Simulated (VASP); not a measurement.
# SnTe (CsCl type) (Pm-3m) in VASP: relaxation of cell and atoms with PBE

Aim: the relaxation of cell and atoms of SnTe (CsCl type) with PBE.

Everything below comes from runs of VASP 6.6.1. Logs are shortened: lines on timing, memory, paths and dates and some standing lists are left out, and cuts for length are marked.

### Step 1. The cell of the first run

The structure is cubic, space group Pm-3m (No. 221). Conventional cell: a = 3.771 Å, b = 3.771 Å, c = 3.771 Å, α = 90.00°, β = 90.00°, γ = 90.00°. Sn (site symmetry m-3m) has 8 Te at 3.27 Å and 6 Sn at 3.77 Å within 4.3 Å. Within 4.3 Å of Te (site symmetry m-3m) lie 8 Sn at 3.27 Å and 6 Te at 3.77 Å.

### Step 2. Relaxation of cell and atoms, PBE, target pressure 8.5 GPa, at which the enthalpy is minimised

The input, INCAR:

```
SYSTEM = SnTe
PREC = Accurate
ENCUT = 600
EDIFF = 1E-6
ISMEAR = -1
SIGMA = 0.1
LREAL = .False.
LASPH = .True.
NELM = 100
ALGO = Normal
ISIF = 3
LWAVE = .False.
LCHARG = .False.
GGA = PE
IBRION = 2
NSW = 60
EDIFFG = -0.005
PSTRESS = 85.0
```

The input, KPOINTS:

```
Automatic mesh
0
Gamma
  12 12 12
  0 0 0
```

The input, POSCAR:

```
SnTe
1.0
    3.7709250141      0.0000000000      0.0000000000
    0.0000000000      3.7709250141      0.0000000000
    0.0000000000      0.0000000000      3.7709250141
Sn Te
1 1
Direct
    0.0000000000      0.0000000000      0.0000000000
    0.5000000000      0.5000000000      0.5000000000
```

Potentials or basis: VASP PAW PBE potentials, release 64 (Sn_d, Te).

On the command line:

```console
cat potpaw_PBE.64/Sn_d/POTCAR potpaw_PBE.64/Te/POTCAR > POTCAR
mpirun -np 1 vasp_std > vasp.out
```

OUTCAR:

```text
SYSTEM = SnTe
   PREC = Accurate
   ENCUT = 600
   EDIFF = 1E-6
   ISMEAR = -1
   LREAL = .False.
   LASPH = .True.
   NELM = 100
   ISIF = 3
   GGA = PE
   IBRION = 2
   NSW = 60
   EDIFFG = -0.005
   PSTRESS = 85.0

 ion  position               nearest neighbor table
   1  0.000  0.000  0.000-   2 3.27   2 3.27   2 3.27   2 3.27   2 3.27   2 3.27   2 3.27   2 3.27

   2  0.500  0.500  0.500-   1 3.27   1 3.27   1 3.27   1 3.27   1 3.27   1 3.27   1 3.27   1 3.27

  LATTYP: Found a simple cubic cell.
 ALAT       =     3.7709250141

  Lattice vectors:

 A1 = (   3.7709250141,   0.0000000000,   0.0000000000)
 A2 = (   0.0000000000,   3.7709250141,   0.0000000000)
 A3 = (   0.0000000000,   0.0000000000,   3.7709250141)

Analysis of symmetry for initial positions (statically):
=====================================================================
 Subroutine PRICEL returns:
 Original cell was already a primitive cell.

 Routine SETGRP: Setting up the symmetry group for a
 simple cubic supercell.

 Subroutine GETGRP returns: Found 48 space group operations
 (whereof 48 operations were pure point group operations)
 out of a pool of 48 trial point group operations.

The static configuration has the point symmetry O_h .

Analysis of symmetry for dynamics (positions and initial velocities):
=====================================================================
 Subroutine PRICEL returns:
 Original cell was already a primitive cell.

 Routine SETGRP: Setting up the symmetry group for a
 simple cubic supercell.

 Subroutine GETGRP returns: Found 48 space group operations
 (whereof 48 operations were pure point group operations)
 out of a pool of 48 trial point group operations.

The dynamic configuration has the point symmetry O_h .

 Subroutine INISYM returns: Found 48 space group operations
 (whereof 48 operations are pure point group operations),
 and found     1 'primitive' translations

----------------------------------------------------------------------------------------

                                     Primitive cell

  volume of cell :      53.6221

  direct lattice vectors                    reciprocal lattice vectors
     3.770925014  0.000000000  0.000000000     0.265186923  0.000000000  0.000000000
     0.000000000  3.770925014  0.000000000     0.000000000  0.265186923  0.000000000
     0.000000000  0.000000000  3.770925014     0.000000000  0.000000000  0.265186923

  length of vectors
     3.770925014  3.770925014  3.770925014     0.265186923  0.265186923  0.265186923

  position of ions in fractional coordinates (direct lattice)
     0.000000000  0.000000000  0.000000000
     0.500000000  0.500000000  0.500000000

  ion indices of the primitive-cell ions
   primitive index   ion index
                 1           1
                 2           2

----------------------------------------------------------------------------------------

 KPOINTS: Automatic mesh

Automatic generation of k-mesh.
 Grid dimensions read from file:
 generate k-points for:   12   12   12

 Generating k-lattice:

  Cartesian coordinates                     Fractional coordinates (reciprocal lattice)
     0.022098910  0.000000000  0.000000000     0.083333333  0.000000000  0.000000000
     0.000000000  0.022098910  0.000000000     0.000000000  0.083333333  0.000000000
     0.000000000  0.000000000  0.022098910     0.000000000  0.000000000  0.083333333

  Length of vectors
     0.022098910  0.022098910  0.022098910

  Shift w.r.t. Gamma in fractional coordinates (k-lattice)
     0.000000000  0.000000000  0.000000000

 Subroutine IBZKPT returns following result:
 ===========================================

 Found     84 irreducible k-points:

 Following reciprocal coordinates:
            Coordinates               Weight
  0.000000  0.000000  0.000000      1.000000
  0.083333  0.000000  0.000000      6.000000
  0.166667  0.000000  0.000000      6.000000
  0.250000  0.000000  0.000000      6.000000
  0.333333  0.000000  0.000000      6.000000
  0.416667  0.000000  0.000000      6.000000
[... 16 lines left out ...]
  0.333333  0.333333  0.000000     12.000000
  0.416667  0.333333  0.000000     24.000000
 [... further k-points ...]
   k-points           NKPTS =     84   k-points in BZ     NKDIM =     84   number of bands    NBANDS=     14
   number of dos      NEDOS =    301   number of ions     NIONS =      2
   total plane-waves  NPLWV =  27000
   dimension x,y,z NGX =    30 NGY =   30 NGZ =   30
   dimension x,y,z NGXF=    60 NGYF=   60 NGZF=   60
   ions per type =               1   1
   NGX,Y,Z   is equivalent  to a cutoff of  13.23, 13.23, 13.23 a.u.
   NGXF,Y,Z  is equivalent  to a cutoff of  26.45, 26.45, 26.45 a.u.
 SYSTEM =  SnTe
   PREC   = accura    normal or accurate (medium, high low for compatibility)
   ISTART =      0    job   : 0-new  1-cont  2-samecut
   ICHARG =      2    charge: 1-file 2-atom 10-const
   ISPIN  =      1    spin polarized calculation?
   LNONCOLLINEAR =      F non collinear calculations
   LSORBIT =      F    spin-orbit coupling
   LASPH  =      T    aspherical Exc in radial PAW
   ENCUT  =  600.0 eV  44.10 Ry    6.64 a.u.   7.53  7.53  7.53*2*pi/ulx,y,z
   NELM   =    100;   NELMIN=  2; NELMDL= -5     # of ELM steps
   EDIFF  = 0.1E-05   stopping-criterion for ELM
   LREAL  =      F    real-space projection
   EDIFFG = -.5E-02   stopping-criterion for IOM
   NSW    =     60    number of steps for IOM
   IBRION =      2    ionic relax: 0-MD 1-quasi-New 2-CG
   NFREE  =      1    steps in history (QN), initial steepest desc. (CG)
   ISIF   =      3    stress and relaxation
   ISYM   =      2    0-nonsym 1-usesym 2-fastsym
   POTIM  = 0.5000    time-step for ionic-motion
   TEBEG  =    0.0;   TEEND  =   0.0 temperature during run
   PSTRESS=   85.0 pullay stress
   NELECT =      20.0000    total number of electrons
   NUPDOWN=      -1.0000    fix difference up-down
   EMIN   =  10.00;   EMAX   =-10.00  energy-range for DOS
   EFERMI =   0.00;   METHOD = LEGACY
   ISMEAR =    -1;   SIGMA  =   0.10  broadening in eV -4-tet -1-fermi 0-gaus
   EFERMI_NEDOS =   21; number of points for ismear=-14 and -15
   IALGO  =     38    algorithm
   IMIX   =      4    mixing-type and parameters
     AMIX     =   0.40;   BMIX     =  1.00
     AMIX_MAG =   1.60;   BMIX_MAG =  1.00
  volume/ion in A,a.u.               =      26.81       180.93
  Fermi-wavevector in a.u.,A,eV,Ry     =   1.178429  2.226909 18.894357  1.388696
  Thomas-Fermi vector in A             =   2.314759
   LORBIT       =      0    0 simple, 1 ext, 2 COOP (PROOUT), +10 PAW based schemes
   GGA     = PE    functional components
   LHFCALC =     F    Hartree Fock is set to
   AEXX    =    0.0000 exact exchange contribution
   IVDW    =     0    specifies the selected vdW correction
   LEPSILON=     F    determine dielectric tensor
   LRPA    =     F    only Hartree local field effects (RPA)
 conjugate gradient relaxation of ions
 non-spin polarized calculation
  energy-cutoff  :      600.00
  volume of cell :       53.62
 maximum number of plane-waves:      1811
   NGX = 15   NGY = 15   NGZ = 15

--------------------------------------- Ionic step        1  -------------------------------------------

 number of electron      20.0000010 magnetization

 Free energy of the ion-electron system (eV)
  ---------------------------------------------------
  ext. energy  EPLUGINS =         0.00000000
  ---------------------------------------------------
  free energy    TOTEN  =        -7.03019273 eV

  energy without entropy =       -6.98585568  energy(sigma->0) =       -7.00802420

------------------------ aborting loop because EDIFF is reached ----------------------------------------

  FORCE on cell =-STRESS in cart. coord.  units (eV):
  Direction    XX          YY          ZZ          XY          YZ          ZX
  --------------------------------------------------------------------------------------
  -------------------------------------------------------------------------------------
  Total        1.6007723      1.6007723      1.6007723     -0.0000000      0.0000000     -0.0000000
  in kB       47.8295663     47.8295663     47.8295663     -0.0000000      0.0000000     -0.0000000
  external PRESSURE =     -37.1704337 kB  Pullay stress =      85.0000000 kB

 VOLUME and BASIS-vectors are now :
 -----------------------------------------------------------------------------
  energy-cutoff  :      600.00
  volume of cell :       53.62
      direct lattice vectors                 reciprocal lattice vectors
     3.770925014  0.000000000  0.000000000     0.265186923  0.000000000  0.000000000
     0.000000000  3.770925014  0.000000000     0.000000000  0.265186923  0.000000000
     0.000000000  0.000000000  3.770925014     0.000000000  0.000000000  0.265186923
[... 46 lines left out ...]
  FREE ENERGIE OF THE ION-ELECTRON SYSTEM (eV)
  ---------------------------------------------------
  free  energy   TOTEN  =        -6.7989476440 eV

  energy  without entropy=       -6.7576455076  energy(sigma->0) =       -6.77829658

  enthalpy is  TOTEN    =        -4.2026351395 eV   P V=        2.5963125045

--------------------------------------- Ionic step        3  -------------------------------------------

 number of electron      19.9999990 magnetization

 Free energy of the ion-electron system (eV)
  ---------------------------------------------------
  ext. energy  EPLUGINS =         0.00000000
  ---------------------------------------------------
  free energy    TOTEN  =        -6.91458175 eV

  energy without entropy =       -6.87085649  energy(sigma->0) =       -6.89271912

 E-fermi :   9.1417     XC(G=0): -10.6162

 val. band max:        9.1358149865   @ k =   0.5000   0.2500   0.0000
 cond. band min:       9.1655006518   @ k =   0.4167   0.4167   0.2500
 fundamental gap:      0.0296856652
 Fermi energy:         9.1417206162

 k-point     1 :       0.0000    0.0000    0.0000
  band No.  band energies     occupation
      1     -12.4953      2.00000
      2     -12.4953      2.00000
      3     -12.4329      2.00000
      4     -12.4329      2.00000
      5     -12.4329      2.00000
      6      -4.3859      2.00000
      7       4.3644      2.00000
      8       6.9867      2.00000
      9       6.9867      2.00000
     10       6.9867      2.00000
     11      12.3376      0.00000
     12      12.3376      0.00000
     13      15.6124      0.00000
     14      15.6124      0.00000

 k-point     2 :       0.0833    0.0000    0.0000
  band No.  band energies     occupation
      1     -12.4951      2.00000
      2     -12.4914      2.00000
      3     -12.4344      2.00000
      4     -12.4344      2.00000
      5     -12.4329      2.00000
      6      -4.3185      2.00000
      7       4.0106      2.00000
      8       7.0635      2.00000
      9       7.0635      2.00000
     10       7.0697      2.00000
[... 362 lines left out ...]
 k-point    24 :       0.4167    0.3333    0.0000
  band No.  band energies     occupation
      1     -12.4774      2.00000
      2     -12.4686      2.00000
      3     -12.4494      2.00000
      4     -12.4453      2.00000
      5     -12.4177      2.00000
      6      -2.1513      2.00000
      7       1.4557      2.00000
      8       3.9895      2.00000
      9       5.7238      2.00000
     10       9.1965      0.73295
     11      12.0539      0.00000
     12      12.5104      0.00000
     13      13.4481      0.00000
     14      16.3354      0.00000

 [... further k-points ...]

------------------------ aborting loop because EDIFF is reached ----------------------------------------

  FORCE on cell =-STRESS in cart. coord.  units (eV):
  Direction    XX          YY          ZZ          XY          YZ          ZX
  --------------------------------------------------------------------------------------
  -------------------------------------------------------------------------------------
  Total        2.6984905      2.6984905      2.6984905     -0.0000000      0.0000000     -0.0000000
  in kB       85.1109996     85.1109996     85.1109996     -0.0000000      0.0000000     -0.0000000
  external PRESSURE =       0.1109996 kB  Pullay stress =      85.0000000 kB

 VOLUME and BASIS-vectors are now :
 -----------------------------------------------------------------------------
  energy-cutoff  :      600.00
  volume of cell :       50.80
      direct lattice vectors                 reciprocal lattice vectors
     3.703524828  0.000000000 -0.000000000     0.270013041  0.000000000  0.000000000
    -0.000000000  3.703524828 -0.000000000    -0.000000000  0.270013041 -0.000000000
    -0.000000000  0.000000000  3.703524828     0.000000000  0.000000000  0.270013041

 POSITION                                       TOTAL-FORCE (eV/Angst)
 -----------------------------------------------------------------------------------
      0.00000      0.00000      0.00000        -0.000000      0.000000      0.000000
      1.85176      1.85176      1.85176         0.000000     -0.000000      0.000000
 -----------------------------------------------------------------------------------
    total drift:                                0.000000     -0.000000     -0.000000

  FREE ENERGIE OF THE ION-ELECTRON SYSTEM (eV)
  ---------------------------------------------------
  free  energy   TOTEN  =        -6.9145817465 eV

  energy  without entropy=       -6.8708564859  energy(sigma->0) =       -6.89271912

  enthalpy is  TOTEN    =        -4.2196105701 eV   P V=        2.6949711764

 reached required accuracy - stopping structural energy minimisation
```

It took 2.5 min on 1 thread of Intel Xeon Platinum 8488C (Sapphire Rapids), shared host; peak memory 0.23 GiB.

What came out:

| Property | Result |
| --- | --- |
| Free energy | -6.9146 eV |
| Relaxed volume | 25.40 Å³/atom |
| Relaxed cell | a = 3.704 Å, b = 3.704 Å, c = 3.704 Å, α = 90.00°, β = 90.00°, γ = 90.00° |
| Space group after relaxing (to 0.1 Å) | Pm-3m (No. 221) |
| Energy change on relaxing (the run minimises the enthalpy) | +57.8 meV/atom |
| Ionic steps | 3 |
| Pressure after relaxing | 8.5 GPa |
| Band gap on the k mesh | zero (bands 10 and 11 overlap by 2.73 eV) |

Step by step:
| step | energy change (eV) | largest force (eV/Å) | pressure (GPa) | volume (Å³) |
| --- | --- | --- | --- | --- |
| 1 | 0.0000 | 0.0000 | 4.78 | 53.62 |
| 2 | 0.2312 | 0.0000 | 11.57 | 48.94 |
| 3 | 0.1156 | 0.0000 | 8.51 | 50.80 |

Final structure:
```xyz
2
Lattice="3.7035 0.0000 0.0000 0.0000 3.7035 0.0000 0.0000 0.0000 3.7035" Properties=species:S:1:pos:R:3 pbc="T T T"
Sn    0.0000    0.0000    0.0000
Te    1.8518    1.8518    1.8518
```

Levels at points of the mesh, in eV from the Fermi level:
```tsv
k point	band 6	band 7	band 8	band 9	band 10	band 11	band 12	band 13	band 14
(0.00, 0.00, 0.00)	-13.53	-4.78	-2.16	-2.16	-2.16	3.20	3.20	6.47	6.47
(0.50, 0.00, 0.00)	-11.94	-9.09	-0.32	-0.32	0.46	0.53	2.28	2.28	5.04
(0.50, 0.50, 0.00)	-10.77	-6.62	-5.80	-5.80	0.37	3.84	4.26	4.26	6.26
(0.50, 0.50, 0.50)	-10.02	-5.05	-3.55	-3.55	-3.55	-1.88	-1.88	-1.88	15.77
```

Caveat: the cell is relaxed towards a set pressure, so the run minimises the enthalpy, not the energy; spin-orbit coupling is left out, which moves the levels of the heavy elements.

The gap in the log of VASP goes by the Fermi energy; the results here count the filled bands.